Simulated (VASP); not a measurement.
# MoS2: single point with r2SCAN

MoS2:

```
Mo S
1.0
     3.03601    0.00000    0.00000
    -1.51800    2.62926    0.00000
     0.00000    0.00000    7.08460
Mo S
1 2
Direct
  0.00000 0.00000 0.50000
  0.33333 0.66667 0.25340
  0.66667 0.33333 0.74660
```

This cell differs from its parent crystal: ratio of the length along z to the lengths across it x 1.2, volume and fractional coordinates fixed.

```json
{"Program": "VASP 6.6.1", "Task": "single point", "Functional": "r2SCAN", "Potentials or basis": "VASP PAW PBE potentials, release 64 (Mo_sv, S)", "Cutoff": "520 eV", "k mesh": "18 × 18 × 8", "Occupations": "gaussian, width 0.15 eV", "Spin": "no spin polarisation", "Dipole correction": "no", "Further INCAR settings": "ALGO = Normal; EDIFF = 1e-07; NBANDS = 20"}
```

| Quantity | Value |
| --- | --- |
| Pressure | -2.4 GPa |
| Largest force | 1.560 eV/Å |
| Band gap on the k mesh | zero (bands 13 and 14 overlap by 0.55 eV) |

Forces in eV/Å, atoms in the order of the input:
```
Mo   0.000  0.000  0.000
S    0.000  0.000  1.560
S    0.000  0.000 -1.560
```

Stress tensor (GPa, compression positive):
```
  4.27   0.00   0.00
  0.00   4.27   0.00
  0.00   0.00 -15.75
```

Levels at points of the mesh, in eV from the Fermi level:
```
           k point  band 11  band 12  band 13  band 14  band 15  band 16
(0.00, 0.00, 0.00)    -2.07    -0.29    -0.29     0.77     0.77     3.42
(0.50, 0.00, 0.00)    -3.01    -2.41    -0.96     1.93     2.17     3.52
(0.00, 0.00, 0.50)    -1.32    -0.29    -0.29     0.74     0.74     3.47
(0.50, 0.00, 0.50)    -2.64    -2.59    -0.89     2.17     2.19     3.39
```

It took 13 min on 1 thread of AMD EPYC 9R45 96-Core Processor (Zen 5), on a shared host, peak memory 0.36 GiB.

Caveat: the PAW data sets were made with another functional, which shifts forces and pressure a little.
